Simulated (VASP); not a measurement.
The system is Be4BrF2.

```
Be Br F
1.0
     4.63031    0.00000    0.00000
     0.00000    4.63031    0.00000
     0.00000    0.00000    2.31516
Be Br F
4 1 2
Direct
  0.25000 0.75000 0.00000
  0.25000 0.25000 0.00000
  0.75000 0.75000 0.00000
  0.75000 0.25000 0.00000
  0.50000 0.50000 0.50000
  0.50000 0.00000 0.50000
  0.00000 0.50000 0.50000
```

This cell differs from its parent crystal: atoms taken out.

```yaml
Program: VASP 6.6.1
Task: relaxation of cell and atoms
Functional: PBE
Potentials_or_basis: VASP PAW PBE potentials, release 64 (Be, Br, F)
Cutoff: 600 eV
k_mesh: 4 × 4 × 8
Occupations: gaussian, width 0.1 eV
Spin: no spin polarisation
```

At the start: pressure 127.4 GPa; volume 7.09 Å³/atom.

Question: How do energy, volume and symmetry change on relaxing?

Answer: Over 13 steps the energy falls by 1608.9 meV/atom and the volume is 12.51 Å³/atom (+76.4 %); space group P4/mmm (No. 123, to 0.1 Å) before and after.

Step by step:
```csv
step,energy change (eV),largest force (eV/Å),pressure (GPa),volume (Å³)
1,0.0000,4.0952,127.40,49.64
2,-10.2228,0.8015,-12.37,102.03
3,-10.7026,0.8682,1.64,84.78
4,-10.7406,0.8551,-1.67,88.01
5,-10.7369,0.8593,-0.78,87.10
6,-10.8651,0.8023,0.50,85.99
7,-11.0670,0.3048,5.09,82.73
8,-11.1577,0.1606,3.60,84.25
9,-11.2240,0.2364,1.38,86.76
10,-11.2502,0.0998,0.30,87.53
11,-11.2590,0.0273,-0.76,88.32
12,-11.2619,0.0266,-0.23,87.82
13,-11.2624,0.0275,-0.14,87.57
```

Final structure:
```
Be Br F
1.0
     5.58999    0.00000    0.00000
     0.00000    5.58999    0.00000
     0.00000    0.00000    2.80242
Be Br F
4 1 2
Cartesian
  1.1035 4.4865 0.0000
  1.1035 1.1035 0.0000
  4.4865 4.4865 0.0000
  4.4865 1.1035 2.8024
  2.7950 2.7950 1.4012
  2.7950 0.0000 1.4012
  5.5900 2.7950 1.4012
```

Caveat: the cell differs from its parent crystal (atoms taken out); the volume moved by over 15 % at a fixed basis, so the end points are rough; an odd number of electrons without spin polarisation forces a metal; a magnetic or distorted state may lie lower.
